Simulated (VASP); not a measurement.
# SrTiO3 (Pm-3m) in VASP: single point with PBE+U

Aim: the single point of SrTiO3 with PBE+U.

Program: VASP 6.6.1. These are calculated values, not measurements. Logs are shortened: lines on timing, memory, paths and dates and some standing lists are left out, and cuts for length are marked.

**1. The cell of the first run**

The structure is cubic, space group Pm-3m (No. 221). The conventional cell has a = 3.913 Å, b = 3.913 Å, c = 3.913 Å, α = 90.00°, β = 90.00°, γ = 90.00°. Within 3.6 Å of Sr (site symmetry m-3m) lie 12 O at 2.77 Å and 8 Ti at 3.39 Å. Ti (site symmetry m-3m) has 6 O at 1.96 Å within 2.6 Å. Within 2.6 Å of O (site symmetry 4/mmm) lie 2 Ti at 1.96 Å.

**2. Single point, PBE+U**

The input, INCAR:

```
PREC = Accurate ; ENCUT = 1340
EDIFF = 1E-6 ; ISMEAR = 0
SIGMA = 0.1 ; LREAL = False
LASPH = True ; NELM = 200
ALGO = Normal ; ISIF = 2
LWAVE = False ; LCHARG = True
LMAXMIX = 4 ; LDAU = True
LDAUTYPE = 1 ; LDAUL = -1 2 -1
LDAUU = 0 6 0 ; LDAUJ = 0 0.82 0
LDAUPRINT = 1 ; GGA = PE
LELF = True ; LVHAR = True
NBANDS = 28 ; GGA_COMPAT = False
```

The input, KPOINTS:

```
regular mesh
0
Gamma
  2 2 2
```

The input, POSCAR:

```
SrTiO3
1.0
    3.9127013100      0.0000000000      0.0000000000
    0.0000000000      3.9127013100      0.0000000000
    0.0000000000      0.0000000000      3.9127013100
Sr Ti O
1 1 3
Direct
    0.0000000000      0.0000000000      0.0000000000
    0.5000000000      0.5000000000      0.5000000000
    0.5000000000      0.0000000000      0.5000000000
    0.5000000000      0.5000000000      0.0000000000
    0.0000000000      0.5000000000      0.5000000000
```

Potentials or basis: VASP PAW PBE potentials, release 64 (Sr_sv, Ti_sv, O_h).

Started as:

```
$ cat potpaw_PBE.64/Sr_sv/POTCAR potpaw_PBE.64/Ti_sv/POTCAR potpaw_PBE.64/O_h/POTCAR > POTCAR
$ mpirun -np 1 vasp_std > vasp.out
```

OUTCAR:

```text
PREC = Accurate
   ENCUT = 1340
   EDIFF = 1E-6
   ISMEAR = 0
   LREAL = False
   LASPH = True
   NELM = 200
   ISIF = 2
   GGA = PE

 ion  position               nearest neighbor table
   1  0.000  0.000  0.000-   3 2.77   4 2.77   5 2.77   3 2.77   5 2.77   4 2.77   5 2.77   5 2.77
                             3 2.77   4 2.77   3 2.77   4 2.77   2 3.39   2 3.39   2 3.39   2 3.39
   2  0.500  0.500  0.500-   3 1.96   4 1.96   5 1.96   4 1.96   3 1.96   5 1.96   1 3.39   1 3.39
                             1 3.39   1 3.39   1 3.39   1 3.39   1 3.39   1 3.39
   3  0.500  0.000  0.500-   2 1.96   2 1.96   1 2.77   1 2.77   1 2.77   1 2.77
   4  0.500  0.500  0.000-   2 1.96   2 1.96   1 2.77   1 2.77   1 2.77   1 2.77
   5  0.000  0.500  0.500-   2 1.96   2 1.96   1 2.77   1 2.77   1 2.77   1 2.77

  LATTYP: Found a simple cubic cell.
 ALAT       =     3.9127013100

  Lattice vectors:

 A1 = (   3.9127013100,   0.0000000000,   0.0000000000)
 A2 = (   0.0000000000,   3.9127013100,   0.0000000000)
 A3 = (   0.0000000000,   0.0000000000,   3.9127013100)

Analysis of symmetry for initial positions (statically):
=====================================================================
 Subroutine PRICEL returns:
 Original cell was already a primitive cell.

 Routine SETGRP: Setting up the symmetry group for a
 simple cubic supercell.

 Subroutine GETGRP returns: Found 48 space group operations
 (whereof 48 operations were pure point group operations)
 out of a pool of 48 trial point group operations.

The static configuration has the point symmetry O_h .

Analysis of symmetry for dynamics (positions and initial velocities):
=====================================================================
 Subroutine PRICEL returns:
 Original cell was already a primitive cell.

 Routine SETGRP: Setting up the symmetry group for a
 simple cubic supercell.

 Subroutine GETGRP returns: Found 48 space group operations
 (whereof 48 operations were pure point group operations)
 out of a pool of 48 trial point group operations.

The dynamic configuration has the point symmetry O_h .

 Subroutine INISYM returns: Found 48 space group operations
 (whereof 48 operations are pure point group operations),
 and found     1 'primitive' translations

----------------------------------------------------------------------------------------

                                     Primitive cell

  volume of cell :      59.9005

  direct lattice vectors                    reciprocal lattice vectors
     3.912701310  0.000000000  0.000000000     0.255577904  0.000000000  0.000000000
     0.000000000  3.912701310  0.000000000     0.000000000  0.255577904  0.000000000
     0.000000000  0.000000000  3.912701310     0.000000000  0.000000000  0.255577904

  length of vectors
     3.912701310  3.912701310  3.912701310     0.255577904  0.255577904  0.255577904

  position of ions in fractional coordinates (direct lattice)
     0.000000000  0.000000000  0.000000000
     0.500000000  0.500000000  0.500000000
     0.500000000  0.000000000  0.500000000
     0.500000000  0.500000000  0.000000000
     0.000000000  0.500000000  0.500000000

  ion indices of the primitive-cell ions
   primitive index   ion index
                 1           1
                 2           2
                 3           3
                 4           4
                 5           5

----------------------------------------------------------------------------------------

 KPOINTS: regular mesh

Automatic generation of k-mesh.
 Grid dimensions read from file:
 generate k-points for:    2    2    2

 Generating k-lattice:
[... 25 lines left out ...]
   total plane-waves  NPLWV = 110592
   dimension x,y,z NGX =    48 NGY =   48 NGZ =   48
   dimension x,y,z NGXF=    96 NGYF=   96 NGZF=   96
   ions per type =               1   1   3
   NGX,Y,Z   is equivalent  to a cutoff of  20.39, 20.39, 20.39 a.u.
   NGXF,Y,Z  is equivalent  to a cutoff of  40.79, 40.79, 40.79 a.u.
 SYSTEM =  unknown system
   PREC   = accura    normal or accurate (medium, high low for compatibility)
   ISTART =      0    job   : 0-new  1-cont  2-samecut
   ICHARG =      2    charge: 1-file 2-atom 10-const
   ISPIN  =      1    spin polarized calculation?
   LNONCOLLINEAR =      F non collinear calculations
   LSORBIT =      F    spin-orbit coupling
   LASPH  =      T    aspherical Exc in radial PAW
   ENCUT  = 1340.0 eV  98.49 Ry    9.92 a.u.  11.68 11.68 11.68*2*pi/ulx,y,z
   NELM   =    200;   NELMIN=  2; NELMDL= -5     # of ELM steps
   EDIFF  = 0.1E-05   stopping-criterion for ELM
   LREAL  =      F    real-space projection
[... 7 lines left out ...]
   TEBEG  =    0.0;   TEEND  =   0.0 temperature during run
   PSTRESS=    0.0 pullay stress
   NELECT =      40.0000    total number of electrons
   NUPDOWN=      -1.0000    fix difference up-down
   EMIN   =  10.00;   EMAX   =-10.00  energy-range for DOS
   EFERMI =   0.00;   METHOD = LEGACY
   ISMEAR =     0;   SIGMA  =   0.10  broadening in eV -4-tet -1-fermi 0-gaus
   EFERMI_NEDOS =   21; number of points for ismear=-14 and -15
   IALGO  =     38    algorithm
   IMIX   =      4    mixing-type and parameters
     AMIX     =   0.40;   BMIX     =  1.00
     AMIX_MAG =   1.60;   BMIX_MAG =  1.00
  volume/ion in A,a.u.               =      11.98        80.85
  Fermi-wavevector in a.u.,A,eV,Ry     =   1.430929  2.704064 27.858721  2.047558
  Thomas-Fermi vector in A             =   2.550721
   LORBIT       =      0    0 simple, 1 ext, 2 COOP (PROOUT), +10 PAW based schemes
 LDA+U is selected, type is set to LDAUTYPE =  1
   angular momentum for each species LDAUL =    -1    2   -1
   U (eV)           for each species LDAUU =   0.0  6.0  0.0
   J (eV)           for each species LDAUJ =   0.0  0.8  0.0
   GGA     = PE    functional components
   LHFCALC =     F    Hartree Fock is set to
   AEXX    =    0.0000 exact exchange contribution
   IVDW    =     0    specifies the selected vdW correction
   LEPSILON=     F    determine dielectric tensor
   LRPA    =     F    only Hartree local field effects (RPA)
 non-spin polarized calculation
 Gauss-broadening in eV      SIGMA  =   0.10
  energy-cutoff  :     1340.00
  volume of cell :       59.90
 maximum number of plane-waves:      6704
 NGX is ok and might be reduce to    48
   NGX = 23   NGY = 23   NGZ = 23

atom =   2  type =  2  l = 2

 onsite density matrix

spin component  1

  0.1008  0.0000 -0.0000 -0.0000  0.0000
  0.0000  0.1008 -0.0000  0.0000  0.0000
 -0.0000 -0.0000  0.2251 -0.0000 -0.0000
 -0.0000  0.0000 -0.0000  0.1008 -0.0000
  0.0000  0.0000 -0.0000 -0.0000  0.2251

spin component  2

  0.1008  0.0000 -0.0000 -0.0000  0.0000
  0.0000  0.1008 -0.0000  0.0000  0.0000
 -0.0000 -0.0000  0.2251 -0.0000 -0.0000
 -0.0000  0.0000 -0.0000  0.1008 -0.0000
  0.0000  0.0000 -0.0000 -0.0000  0.2251

 occupancies and eigenvectors

  o =  0.1008  v =  0.0000 -0.5439 -0.0000 -0.8392 -0.0000  0.0000  0.0000  0.0000  0.0000  0.0000      0.0000  0.0000  0.0000  0.0000  0.0000  0.0000  0.0000  0.0000  0.0000  0.0000
  o =  0.1008  v =  0.0000  0.0000  0.0000  0.0000  0.0000  0.0000 -0.5439 -0.0000 -0.8392 -0.0000      0.0000  0.0000  0.0000  0.0000  0.0000  0.0000  0.0000  0.0000  0.0000  0.0000
  o =  0.1008  v =  1.0000  0.0000  0.0000  0.0000  0.0000  0.0000  0.0000  0.0000  0.0000  0.0000      0.0000  0.0000  0.0000  0.0000  0.0000  0.0000  0.0000  0.0000  0.0000  0.0000
  o =  0.1008  v =  0.0000  0.0000  0.0000  0.0000  0.0000  1.0000  0.0000  0.0000  0.0000  0.0000      0.0000  0.0000  0.0000  0.0000  0.0000  0.0000  0.0000  0.0000  0.0000  0.0000
  o =  0.1008  v =  0.0000  0.8392 -0.0000 -0.5439  0.0000  0.0000  0.0000  0.0000  0.0000  0.0000      0.0000  0.0000  0.0000  0.0000  0.0000  0.0000  0.0000  0.0000  0.0000  0.0000
  o =  0.1008  v =  0.0000  0.0000  0.0000  0.0000  0.0000  0.0000  0.8392 -0.0000 -0.5439  0.0000      0.0000  0.0000  0.0000  0.0000  0.0000  0.0000  0.0000  0.0000  0.0000  0.0000
  o =  0.2251  v =  0.0000  0.0000  0.0000  0.0000  0.0000  0.0000 -0.0000  0.9997 -0.0000  0.0231      0.0000  0.0000  0.0000  0.0000  0.0000  0.0000  0.0000  0.0000  0.0000  0.0000
  o =  0.2251  v =  0.0000 -0.0000  0.9997 -0.0000  0.0231  0.0000  0.0000  0.0000  0.0000  0.0000      0.0000  0.0000  0.0000  0.0000  0.0000  0.0000  0.0000  0.0000  0.0000  0.0000
  o =  0.2251  v =  0.0000  0.0000  0.0000  0.0000  0.0000  0.0000 -0.0000 -0.0231  0.0000  0.9997      0.0000  0.0000  0.0000  0.0000  0.0000  0.0000  0.0000  0.0000  0.0000  0.0000
  o =  0.2251  v =  0.0000 -0.0000 -0.0231  0.0000  0.9997  0.0000  0.0000  0.0000  0.0000  0.0000      0.0000  0.0000  0.0000  0.0000  0.0000  0.0000  0.0000  0.0000  0.0000  0.0000

 number of electron      40.0000004 magnetization

 Free energy of the ion-electron system (eV)
  ---------------------------------------------------
  ext. energy  EPLUGINS =         0.00000000
  ---------------------------------------------------
  free energy    TOTEN  =       -35.95505708 eV

  energy without entropy =      -35.95505708  energy(sigma->0) =      -35.95505708

 E-fermi :   5.2454     XC(G=0): -11.2552

 val. band max:        4.7806526465   @ k =   0.5000   0.5000   0.5000
 cond. band min:       6.9518536723   @ k =   0.0000   0.0000   0.0000
 fundamental gap:      2.1712010258
 Fermi energy:         5.2453911079

 k-point     1 :       0.0000    0.0000    0.0000
  band No.  band energies     occupation
      1     -53.5388      2.00000
      2     -29.6952      2.00000
      3     -29.6952      2.00000
      4     -29.6952      2.00000
      5     -28.1096      2.00000
      6     -12.7256      2.00000
[... 113 lines left out ...]
     27      12.8355      0.00000
     28      12.8355      0.00000

------------------------ aborting loop because EDIFF is reached ----------------------------------------

  FORCE on cell =-STRESS in cart. coord.  units (eV):
  Direction    XX          YY          ZZ          XY          YZ          ZX
  --------------------------------------------------------------------------------------
  -------------------------------------------------------------------------------------
  Total        4.0134299      4.0134299      4.0134299      0.0000000      0.0000000     -0.0000000
  in kB      107.3485475    107.3485475    107.3485475      0.0000000      0.0000000     -0.0000000
  external PRESSURE =     107.3485475 kB  Pullay stress =       0.0000000 kB

 VOLUME and BASIS-vectors are now :
 -----------------------------------------------------------------------------
  energy-cutoff  :     1340.00
  volume of cell :       59.90
      direct lattice vectors                 reciprocal lattice vectors
     3.912701310  0.000000000  0.000000000     0.255577904  0.000000000  0.000000000
     0.000000000  3.912701310  0.000000000     0.000000000  0.255577904  0.000000000
     0.000000000  0.000000000  3.912701310     0.000000000  0.000000000  0.255577904

 POSITION                                       TOTAL-FORCE (eV/Angst)
 -----------------------------------------------------------------------------------
      0.00000      0.00000      0.00000         0.000000      0.000000      0.000000
      1.95635      1.95635      1.95635         0.000000      0.000000      0.000000
      1.95635      0.00000      1.95635         0.000000      0.000000      0.000000
      1.95635      1.95635      0.00000         0.000000      0.000000      0.000000
      0.00000      1.95635      1.95635         0.000000      0.000000      0.000000
 -----------------------------------------------------------------------------------
    total drift:                                0.000000     -0.000000     -0.000000

  FREE ENERGIE OF THE ION-ELECTRON SYSTEM (eV)
  ---------------------------------------------------
  free  energy   TOTEN  =       -35.9550570786 eV

  energy  without entropy=      -35.9550570786  energy(sigma->0) =      -35.95505708
```

Run time: 59 s. Hardware: 1 thread of Intel Xeon Platinum 8375C at 2.90GHz (Ice Lake), shared host; peak memory 0.32 GiB.

Results:

```
Free energy            : -35.9551 eV
Pressure               : 10.7 GPa
Band gap on the k mesh : 2.17 eV (least direct gap 2.61 eV)
```

Levels at points of the mesh, in eV from the valence-band top:
| k point | band 18 | band 19 | band 20 | band 21 | band 22 | band 23 |
| --- | --- | --- | --- | --- | --- | --- |
| (0.00, 0.00, 0.00) | -0.44 | -0.44 | -0.44 | 2.17 | 2.17 | 2.17 |
| (0.50, 0.00, 0.00) | -2.02 | -0.83 | -0.83 | 2.36 | 4.04 | 4.04 |
| (0.50, 0.50, 0.00) | -1.61 | -1.61 | -0.10 | 4.05 | 4.05 | 4.50 |
| (0.50, 0.50, 0.50) | 0.00 | 0.00 | 0.00 | 4.72 | 4.72 | 4.72 |

Eigenvalues of the final occupation matrices:
```
    site  spin  trace               eigenvalues
site 2 d     1   0.75  0.10 0.10 0.10 0.23 0.23
site 2 d     2   0.75  0.10 0.10 0.10 0.23 0.23
```

Caveat: the k points lie up to 0.80 Å⁻¹ apart.
